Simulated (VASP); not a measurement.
Zn2N:

```
CELL_PARAMETERS angstrom
2.59779 0.00000 0.00000
0.00000 2.59779 0.00000
0.00000 0.00000 6.35951
ATOMIC_POSITIONS crystal
Zn 0.00000 0.00000 0.00000
Zn 0.50000 0.50000 0.50000
N 0.50000 0.50000 0.00000
```

The cell was built from a structure type or drawn by symmetry, and may not be a known phase.

| Item | Value |
| --- | --- |
| Program | VASP 6.6.1 |
| Task | relaxation of cell and atoms |
| Functional | PBE |
| Potentials or basis | VASP PAW PBE potentials, release 64 (Zn, N) |
| Cutoff | 600 eV |
| k mesh | 6 × 6 × 4 |
| Occupations | gaussian, width 0.1 eV |
| Spin | no spin polarisation |

At the start: pressure 23.7 GPa; volume 14.31 Å³/atom.

Q: How do energy, volume and symmetry change on relaxing?

A: Over 18 steps the energy falls by 517.3 meV/atom and the volume is 12.86 Å³/atom (-10.1 %); space group P4/mmm (No. 123, to 0.1 Å) before and after.

The path:
```csv
step,energy change (eV),largest force (eV/Å),pressure (GPa),volume (Å³)
1,0.0000,0.0000,23.70,42.92
2,-0.5218,0.0000,-10.53,56.89
3,-0.8260,0.0000,-2.49,50.58
4,-0.8261,0.0000,-2.17,50.43
5,-0.8794,0.0000,-2.19,49.10
6,-1.0491,0.0000,-1.43,45.08
7,-1.3298,0.0000,9.15,36.92
8,-1.3243,0.0000,5.67,38.49
9,-1.3342,0.0000,7.74,37.50
10,-1.3573,0.0000,7.35,37.36
11,-1.3950,0.0000,6.93,36.95
12,-1.4648,0.0000,8.96,35.92
13,-0.2308,0.0000,43.16,33.04
14,-1.4656,0.0000,9.32,35.85
15,-1.4635,0.0000,10.14,35.67
16,-1.5243,0.0000,5.35,36.89
17,-1.5497,0.0000,-1.32,39.05
18,-1.5519,0.0000,-0.05,38.58
```

Final structure:
```
Zn N
1.0
     3.11356    0.00000    0.00000
     0.00000    3.11356    0.00000
     0.00000    0.00000    3.97976
Zn N
2 1
Direct
  0.00000 0.00000 0.00000
  0.50000 0.50000 0.50000
  0.50000 0.50000 0.00000
```

Caveat: the k points lie up to 0.39 Å⁻¹ apart in the final cell, too coarse for converged energies and pressures of a metal; a cell axis changed by over 15 % at a fixed basis, so the end point is rough.
